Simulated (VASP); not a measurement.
# HfB (Fm-3m) in VASP: a series of runs, part 2 of 2

VASP 6.6.1. The steps go on from the part before.

**5. Single point, PBE**

This run uses another cell than the first one, of 8.63 Å³/atom, 1.273 times its volume.

File INCAR:

```
ALGO = Normal
EDIFF = 1E-6
ENCUT = 520
GGA = PE
ISIF = 2
ISMEAR = -1
LASPH = T
LCHARG = F
LREAL = F
LWAVE = F
NBANDS = 14
NELM = 60
PREC = Accurate
SIGMA = 0.05
```

File KPOINTS:

```
k-points
0
Gamma
  13 13 13
```

File POSCAR:

```
HfB
1.0
    0.0000000000      2.0510582440      2.0510582440
    2.0510582440      0.0000000000      2.0510582440
    2.0510582440      2.0510582440      0.0000000000
Hf B
1 1
Direct
    0.5000000000      0.5000000000      0.5000000000
    0.0000000000      0.0000000000      0.0000000000
```

Potentials or basis: VASP PAW PBE potentials, release 64 (Hf_pv, B).

Command:

```
cat potpaw_PBE.64/Hf_pv/POTCAR potpaw_PBE.64/B/POTCAR > POTCAR
mpirun -np 1 vasp_std > vasp.out
```

OUTCAR:

```text
EDIFF = 1E-6
   ENCUT = 520
   GGA = PE
   ISIF = 2
   ISMEAR = -1
   LASPH = T
   LREAL = F
   NELM = 60
   PREC = Accurate

 ion  position               nearest neighbor table
   1  0.500  0.500  0.500-   2 2.05   2 2.05   2 2.05   2 2.05   2 2.05   2 2.05
   2  0.000  0.000  0.000-   1 2.05   1 2.05   1 2.05   1 2.05   1 2.05   1 2.05

  LATTYP: Found a face centered cubic cell.
 ALAT       =     4.1021164880

  Lattice vectors:

 A1 = (   0.0000000000,   2.0510582440,   2.0510582440)
 A2 = (   2.0510582440,   0.0000000000,   2.0510582440)
 A3 = (   2.0510582440,   2.0510582440,   0.0000000000)

Analysis of symmetry for initial positions (statically):
=====================================================================
 Subroutine PRICEL returns:
 Original cell was already a primitive cell.

 Routine SETGRP: Setting up the symmetry group for a
 face centered cubic supercell.

 Subroutine GETGRP returns: Found 48 space group operations
 (whereof 48 operations were pure point group operations)
 out of a pool of 48 trial point group operations.

The static configuration has the point symmetry O_h .

Analysis of symmetry for dynamics (positions and initial velocities):
=====================================================================
 Subroutine PRICEL returns:
 Original cell was already a primitive cell.

 Routine SETGRP: Setting up the symmetry group for a
 face centered cubic supercell.

 Subroutine GETGRP returns: Found 48 space group operations
 (whereof 48 operations were pure point group operations)
 out of a pool of 48 trial point group operations.

The dynamic configuration has the point symmetry O_h .

 Subroutine INISYM returns: Found 48 space group operations
 (whereof 48 operations are pure point group operations),
 and found     1 'primitive' translations

----------------------------------------------------------------------------------------

                                     Primitive cell

  volume of cell :      17.2569

  direct lattice vectors                    reciprocal lattice vectors
     0.000000000  2.051058244  2.051058244    -0.243776598  0.243776598  0.243776598
     2.051058244  0.000000000  2.051058244     0.243776598 -0.243776598  0.243776598
     2.051058244  2.051058244  0.000000000     0.243776598  0.243776598 -0.243776598

  length of vectors
     2.900634386  2.900634386  2.900634386     0.422233453  0.422233453  0.422233453

  position of ions in fractional coordinates (direct lattice)
     0.500000000  0.500000000  0.500000000
     0.000000000  0.000000000  0.000000000

  ion indices of the primitive-cell ions
   primitive index   ion index
                 1           1
                 2           2

----------------------------------------------------------------------------------------

 KPOINTS: k-points

Automatic generation of k-mesh.
 Grid dimensions read from file:
 generate k-points for:   13   13   13

 Generating k-lattice:

  Cartesian coordinates                     Fractional coordinates (reciprocal lattice)
    -0.018752046  0.018752046  0.018752046     0.076923077  0.000000000  0.000000000
     0.018752046 -0.018752046  0.018752046     0.000000000  0.076923077  0.000000000
     0.018752046  0.018752046 -0.018752046     0.000000000  0.000000000  0.076923077

  Length of vectors
     0.032479496  0.032479496  0.032479496

  Shift w.r.t. Gamma in fractional coordinates (k-lattice)
     0.000000000  0.000000000  0.000000000

 Subroutine IBZKPT returns following result:
 ===========================================

 Found     84 irreducible k-points:

 Following reciprocal coordinates:
            Coordinates               Weight
  0.000000  0.000000  0.000000      1.000000
  0.076923  0.000000  0.000000      8.000000
  0.153846  0.000000  0.000000      8.000000
  0.230769  0.000000  0.000000      8.000000
  0.307692  0.000000  0.000000      8.000000
  0.384615  0.000000  0.000000      8.000000
[... 16 lines left out ...]
  0.384615  0.153846  0.000000     24.000000
  0.461538  0.153846  0.000000     24.000000
 [... further k-points ...]
   k-points           NKPTS =     84   k-points in BZ     NKDIM =     84   number of bands    NBANDS=     14
   number of dos      NEDOS =    301   number of ions     NIONS =      2
   total plane-waves  NPLWV =  13824
   dimension x,y,z NGX =    24 NGY =   24 NGZ =   24
   dimension x,y,z NGXF=    48 NGYF=   48 NGZF=   48
   ions per type =               1   1
   NGX,Y,Z   is equivalent  to a cutoff of  13.76, 13.76, 13.76 a.u.
   NGXF,Y,Z  is equivalent  to a cutoff of  27.51, 27.51, 27.51 a.u.
 SYSTEM =  unknown system
   PREC   = accura    normal or accurate (medium, high low for compatibility)
   ISTART =      0    job   : 0-new  1-cont  2-samecut
   ICHARG =      2    charge: 1-file 2-atom 10-const
   ISPIN  =      1    spin polarized calculation?
   LNONCOLLINEAR =      F non collinear calculations
   LSORBIT =      F    spin-orbit coupling
   LASPH  =      T    aspherical Exc in radial PAW
   ENCUT  =  520.0 eV  38.22 Ry    6.18 a.u.   5.39  5.39  5.39*2*pi/ulx,y,z
   NELM   =     60;   NELMIN=  2; NELMDL= -5     # of ELM steps
   EDIFF  = 0.1E-05   stopping-criterion for ELM
   LREAL  =      F    real-space projection
   EDIFFG = 0.1E-04   stopping-criterion for IOM
   NSW    =      0    number of steps for IOM
   IBRION =     -1    ionic relax: 0-MD 1-quasi-New 2-CG
   NFREE  =      0    steps in history (QN), initial steepest desc. (CG)
   ISIF   =      2    stress and relaxation
   ISYM   =      2    0-nonsym 1-usesym 2-fastsym
   POTIM  = 0.5000    time-step for ionic-motion
   TEBEG  =    0.0;   TEEND  =   0.0 temperature during run
   PSTRESS=    0.0 pullay stress
   NELECT =      13.0000    total number of electrons
   NUPDOWN=      -1.0000    fix difference up-down
   EMIN   =  10.00;   EMAX   =-10.00  energy-range for DOS
   EFERMI =   0.00;   METHOD = LEGACY
   ISMEAR =    -1;   SIGMA  =   0.05  broadening in eV -4-tet -1-fermi 0-gaus
   EFERMI_NEDOS =   21; number of points for ismear=-14 and -15
   IALGO  =     38    algorithm
   IMIX   =      4    mixing-type and parameters
     AMIX     =   0.40;   BMIX     =  1.00
     AMIX_MAG =   1.60;   BMIX_MAG =  1.00
  volume/ion in A,a.u.               =       8.63        58.23
  Fermi-wavevector in a.u.,A,eV,Ry     =   1.489594  2.814925 30.189841  2.218891
  Thomas-Fermi vector in A             =   2.602483
   LORBIT       =      0    0 simple, 1 ext, 2 COOP (PROOUT), +10 PAW based schemes
   GGA     = PE    functional components
[... 5 lines left out ...]
 non-spin polarized calculation
  energy-cutoff  :      520.00
  volume of cell :       17.26
 maximum number of plane-waves:       487
 NGX is ok and might be reduce to    24

 number of electron      12.9999999 magnetization

 Free energy of the ion-electron system (eV)
  ---------------------------------------------------
  ext. energy  EPLUGINS =         0.00000000
  ---------------------------------------------------
  free energy    TOTEN  =       -12.50182016 eV

  energy without entropy =      -12.49515842  energy(sigma->0) =      -12.49848929

 E-fermi :   7.9368     XC(G=0): -14.1112

 val. band max:        7.9342643237   @ k =   0.3077   0.1538   0.0769
 cond. band min:       7.9507574694   @ k =  -0.3846   0.3846   0.0000
 fundamental gap:      0.0164931457
 Fermi energy:         7.9367572880

 k-point     1 :       0.0000    0.0000    0.0000
  band No.  band energies     occupation
      1     -18.7130      2.00000
      2     -18.7130      2.00000
      3     -18.7130      2.00000
      4      -2.6594      2.00000
      5      10.1008      0.00000
      6      10.1008      0.00000
      7      10.1008      0.00000
      8      12.8513      0.00000
      9      12.8513      0.00000
     10      12.8513      0.00000
     11      13.3511      0.00000
     12      13.3511      0.00000
     13      20.8383      0.00000
     14      25.0066      0.00000
[... 375 lines left out ...]
 k-point    24 :       0.4615    0.1538    0.0000
  band No.  band energies     occupation
      1     -20.7980      2.00000
      2     -19.2394      2.00000
      3     -19.0902      2.00000
      4       2.0334      2.00000
      5       4.0378      2.00000
      6       6.6448      2.00000
      7       7.0260      2.00000
      8      13.3681      0.00000
      9      17.2977      0.00000
     10      18.4757      0.00000
     11      21.5914      0.00000
     12      23.4780      0.00000
     13      25.0079      0.00000
     14      28.2057      0.00000

 [... further k-points ...]
[... 5 lines left out ...]
  --------------------------------------------------------------------------------------
  -------------------------------------------------------------------------------------
  Total       22.5480182     22.5480182     22.5480182      0.0000000      0.0000000     -0.0000000
  in kB     2093.4133213   2093.4133213   2093.4133213      0.0000000      0.0000000     -0.0000000
  external PRESSURE =    2093.4133213 kB  Pullay stress =       0.0000000 kB

 VOLUME and BASIS-vectors are now :
 -----------------------------------------------------------------------------
  energy-cutoff  :      520.00
  volume of cell :       17.26
      direct lattice vectors                 reciprocal lattice vectors
     0.000000000  2.051058244  2.051058244    -0.243776598  0.243776598  0.243776598
     2.051058244  0.000000000  2.051058244     0.243776598 -0.243776598  0.243776598
     2.051058244  2.051058244  0.000000000     0.243776598  0.243776598 -0.243776598

 POSITION                                       TOTAL-FORCE (eV/Angst)
 -----------------------------------------------------------------------------------
      2.05106      2.05106      2.05106        -0.000000     -0.000000      0.000000
      0.00000      0.00000      0.00000         0.000000      0.000000     -0.000000
 -----------------------------------------------------------------------------------
    total drift:                               -0.000000     -0.000000      0.000000

  FREE ENERGIE OF THE ION-ELECTRON SYSTEM (eV)
  ---------------------------------------------------
  free  energy   TOTEN  =       -12.5018201634 eV

  energy  without entropy=      -12.4951584249  energy(sigma->0) =      -12.49848929
```

stdout:

```text
POSCAR found type information on POSCAR HfB
 POSCAR found :  2 types and       2 ions
 scaLAPACK will be used
 LDA part: xc-table for (Slater+PW92), standard interpolation
 POSCAR, INCAR and KPOINTS ok, starting setup
 FFT: planning ... GRIDC
 FFT: planning ... GRID_SOFT
 FFT: planning ... GRID
 WAVECAR not read
 entering main loop
```

Wall time 15 s (1 thread of Intel Xeon 8259CL, shared host); peak memory 0.15 GiB.

What came out:

- Free energy: -12.5018 eV
- Pressure: 209.3 GPa

Levels at points of the mesh, in eV from the Fermi level:
| k point | band 5 | band 6 | band 7 | band 8 | band 9 | band 10 |
| --- | --- | --- | --- | --- | --- | --- |
| (0.00, 0.00, 0.00) | 2.16 | 2.16 | 2.16 | 4.91 | 4.91 | 4.91 |

Caveat: spin-orbit coupling is left out, which moves the levels of the heavy elements.

**6. Single point, PBE**

File INCAR:

```
SYSTEM = HfB
  PREC = Accurate
  ENCUT = 520
  EDIFF = 1E-6
  ISMEAR = -1
  SIGMA = 0.05
  LREAL = .FALSE.
  LASPH = .TRUE.
  NELM = 60
  ALGO = Normal
  ISIF = 2
  LWAVE = .FALSE.
  LCHARG = .TRUE.
  GGA = PE
  LELF = .TRUE.
  LVHAR = .TRUE.
  NBANDS = 14
```

File KPOINTS:

```
regular mesh
0
G
  13 13 13
  0 0 0
```

POSCAR is that of step 5.

Potentials or basis: VASP PAW PBE potentials, release 64 (Hf_pv, B).

Command:

```
cat potpaw_PBE.64/Hf_pv/POTCAR potpaw_PBE.64/B/POTCAR > POTCAR
mpirun -np 1 vasp_std > vasp.out
```

Run time: 22 s. Hardware: 1 thread of Intel Xeon 8259CL, shared host; peak memory 0.16 GiB.

It converged, with:

* Free energy: -12.5018 eV
* Pressure: 209.3 GPa

Levels at points of the mesh, in eV from the Fermi level:
| k point | band 3 | band 4 | band 5 | band 6 | band 7 | band 8 | band 9 | band 10 | band 11 | band 12 |
| --- | --- | --- | --- | --- | --- | --- | --- | --- | --- | --- |
| (0.00, 0.00, 0.00) | -26.65 | -10.60 | 2.16 | 2.16 | 2.16 | 4.91 | 4.91 | 4.91 | 5.41 | 5.41 |

Caveat: spin-orbit coupling is left out, which moves the levels of the heavy elements.
